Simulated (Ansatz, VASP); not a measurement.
## Two plane-wave programs on Cu

```
Cu
1.0
     1.22653   -4.00271    0.00000
     1.22653    4.00271    0.00000
     0.00000    0.00000    2.49189
Cu
2
Direct
  0.86613 0.13387 0.75000
  0.13387 0.86613 0.25000
```

Alike in both runs: task single point; functional r2SCAN; k mesh 11 × 11 × 11; occupations fermi-dirac, width 0.05 eV; no spin polarisation.

```csv
,VASP,Ansatz
version,VASP 6.6.1,Ansatz 0.2.0
potentials or method,"VASP PAW PBE potentials, release 64 (Cu)",Ansatz PAW
plane-wave cutoff (eV),520,500
valence electrons in the cell,22,38
```

|  | VASP | Ansatz | Ansatz less VASP |
| --- | --- | --- | --- |
| gap on the k mesh at the Fermi level (eV) | none | none | - |
| pressure (GPa) | -1.9 | -2.6 | -0.72 |
| traceless stress, the component that is largest in VASP (GPa) | -0.60 | -0.63 | -0.030 |
| rms of the force components (eV/Å) | 0.005 | 0.009 | +0.0045 |

VASP's potentials were made for PBE, not for r2SCAN. Atom by atom the forces differ by 0.004 eV/Å (rms over components). A gap of «none» marks a metal or a gap that the smearing closes. The functional is the same, so the differences come from potentials, cutoffs and numerics. VASP's potentials hold 22 valence electrons a cell and Ansatz's 38, so a difference there can come from the potentials and not from the codes.
